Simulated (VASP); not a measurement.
# LiF (P6_3mc) in VASP: notebook, part 2 of 2

VASP 6.6.1. Earlier steps stand in the parts before.

### 5 Single point, LDA

This run uses another cell than the first one, of the same volume but with other edges.

The input, INCAR:

```
PREC = Accurate
ENCUT = 520
EDIFF = 1E-7
ISMEAR = 0
SIGMA = 0.05
LREAL = False
LASPH = True
NELM = 100
ALGO = Normal
ISIF = 2
LWAVE = False
LCHARG = True
GGA = CA
LELF = True
LVHAR = True
NBANDS = 18
```

The input, KPOINTS:

```
regular mesh
0
Gamma
  9 9 6
```

The input, POSCAR:

```
LiF
1.0
    2.9533413869      0.0000000000      0.0000000000
   -1.4766706934      2.5576686671      0.0000000000
    0.0000000000      0.0000000000      4.9043187070
Li F
2 2
Direct
    0.3333333333      0.6666666667      0.4026947866
    0.6666666667      0.3333333333      0.9026947866
    0.3333333333      0.6666666667      0.9910195924
    0.6666666667      0.3333333333      0.4910195924
```

Potentials or basis: VASP PAW LDA potentials, release 64 (Li_sv, F).

Started as:

```bash
$ cat potpaw_LDA.64/Li_sv/POTCAR potpaw_LDA.64/F/POTCAR > POTCAR
$ mpirun -np 1 vasp_std > vasp.out
```

OUTCAR:

```text
PREC = Accurate
   ENCUT = 520
   EDIFF = 1E-7
   ISMEAR = 0
   LREAL = False
   LASPH = True
   NELM = 100
   ISIF = 2
   GGA = CA

 ion  position               nearest neighbor table
   1  0.333  0.667  0.403-   4 1.76   4 1.76   4 1.76   3 2.02
   2  0.667  0.333  0.903-   3 1.76   3 1.76   3 1.76   4 2.02
   3  0.333  0.667  0.991-   2 1.76   2 1.76   2 1.76   1 2.02
   4  0.667  0.333  0.491-   1 1.76   1 1.76   1 1.76   2 2.02

  LATTYP: Found a hexagonal cell.
[... 705 lines left out ...]
  FORCE on cell =-STRESS in cart. coord.  units (eV):
  Direction    XX          YY          ZZ          XY          YZ          ZX
  --------------------------------------------------------------------------------------
  -------------------------------------------------------------------------------------
  Total        1.2413561      1.2413561     -1.2844810      0.0000000      0.0000000      0.0000000
  in kB       53.6871516     53.6871516    -55.5522471      0.0000000      0.0000000      0.0000000
  external PRESSURE =      17.2740187 kB  Pullay stress =       0.0000000 kB

 VOLUME and BASIS-vectors are now :
 -----------------------------------------------------------------------------
  energy-cutoff  :      520.00
  volume of cell :       37.05
      direct lattice vectors                 reciprocal lattice vectors
     2.953341387  0.000000000  0.000000000     0.338599528  0.195490529  0.000000000
    -1.476670693  2.557668667  0.000000000     0.000000000  0.390981057  0.000000000
     0.000000000  0.000000000  4.904318707     0.000000000  0.000000000  0.203901920

 POSITION                                       TOTAL-FORCE (eV/Angst)
 -----------------------------------------------------------------------------------
     -0.00000      1.70511      1.97494        -0.000000     -0.000000     -0.424659
      1.47667      0.85256      4.42710         0.000000     -0.000000     -0.424659
     -0.00000      1.70511      4.86028        -0.000000     -0.000000      0.424659
      1.47667      0.85256      2.40812         0.000000      0.000000      0.424659
 -----------------------------------------------------------------------------------
    total drift:                                0.000001      0.000001     -0.000085

  FREE ENERGIE OF THE ION-ELECTRON SYSTEM (eV)
  ---------------------------------------------------
  free  energy   TOTEN  =       -20.6964385209 eV

  energy  without entropy=      -20.6964385209  energy(sigma->0) =      -20.69643852
```

OSZICAR:

```text
N       E                     dE             d eps       ncg     rms          rms(c)
DAV:   1     0.118862530646E+03    0.11886E+03   -0.11141E+04  1728   0.121E+03
DAV:   2    -0.118905357780E+02   -0.13075E+03   -0.12789E+03  2014   0.304E+02
DAV:   3    -0.220580811270E+02   -0.10168E+02   -0.10108E+02  3202   0.622E+01
DAV:   4    -0.221499513600E+02   -0.91870E-01   -0.91751E-01  2228   0.733E+00
DAV:   5    -0.221508664360E+02   -0.91508E-03   -0.91461E-03  2214   0.610E-01    0.707E+00
DAV:   6    -0.207246238919E+02    0.14262E+01   -0.36893E+00  1796   0.148E+01    0.218E+00
DAV:   7    -0.207061938144E+02    0.18430E-01   -0.12437E-01  1950   0.249E+00    0.140E+00
DAV:   8    -0.206973735003E+02    0.88203E-02   -0.45091E-02  2318   0.203E+00    0.333E-01
DAV:   9    -0.206962736819E+02    0.10998E-02   -0.62125E-03  1994   0.650E-01    0.869E-02
DAV:  10    -0.206964418885E+02   -0.16821E-03   -0.32793E-04  1850   0.153E-01    0.224E-02
DAV:  11    -0.206964386606E+02    0.32278E-05   -0.17428E-05  2368   0.417E-02    0.496E-03
DAV:  12    -0.206964385533E+02    0.10734E-06   -0.77915E-07  2404   0.839E-03    0.157E-03
DAV:  13    -0.206964385209E+02    0.32332E-07   -0.71899E-08  1334   0.260E-03
   1 F= -.20696439E+02 E0= -.20696439E+02  d E =-.235334E-17
```

stdout:

```text
POSCAR found type information on POSCAR LiF
 POSCAR found :  2 types and       4 ions
 scaLAPACK will be used
 LDA part: xc-table for (Slater(with rela. corr.)+CA(PZ))
 , standard interpolation
 POSCAR, INCAR and KPOINTS ok, starting setup
 FFT: planning ... GRIDC
 FFT: planning ... GRID_SOFT
 FFT: planning ... GRID
 WAVECAR not read
 entering main loop
```

It took 27 s on 1 thread of Intel Xeon 8259CL, shared host; peak memory 0.15 GiB.

Results:

```
Free energy            : -20.6964 eV
Largest force          : 0.425 eV/Å
Band gap on the k mesh : 7.80 eV
```

Forces on the atoms (eV/Å):
```
Li   0.000  0.000 -0.425
Li   0.000  0.000 -0.425
F    0.000  0.000  0.425
F    0.000  0.000  0.425
```

Caveat: the cutoff is under 1.25 times the usual one of these potentials, so pressure, stress and relaxed cells hold a basis-set (Pulay) error. A k mesh can miss the band edges.

### 6 Overview

```csv
cell,gap on the mesh (eV),largest force (eV/Å)
"a = 3.115, b = 3.115, c = 4.407 Å, angles 90.0, 90.0, 120.0°, 4 atoms, atomic positions A",7.80,1.16
"a = 3.046, b = 3.046, c = 4.609 Å, angles 90.0, 90.0, 120.0°, 4 atoms, atomic positions B",7.71,0.16
"a = 3.115, b = 3.115, c = 4.407 Å, angles 90.0, 90.0, 120.0°, 4 atoms, atomic positions B",7.65,0.13
"a = 2.953, b = 2.953, c = 4.904 Å, angles 90.0, 90.0, 120.0°, 4 atoms, atomic positions B",7.80,0.42
```

Alike in all rows: task single point; level LDA; potentials or basis VASP PAW LDA potentials, release 64 (Li_sv, F); no spin polarisation; k mesh 9 × 9 × 6; cutoff (eV) 520; smearing gaussian 0.05 eV.

Caveats: the cutoff is under 1.25 times the usual one of these potentials, so pressure, stress and relaxed cells hold a basis-set (Pulay) error; forces of over 1 eV/Å act on the atoms, so gaps and moduli don't describe the material at rest (at least some runs).

Absolute energies hang on the potentials; compare differences alone.
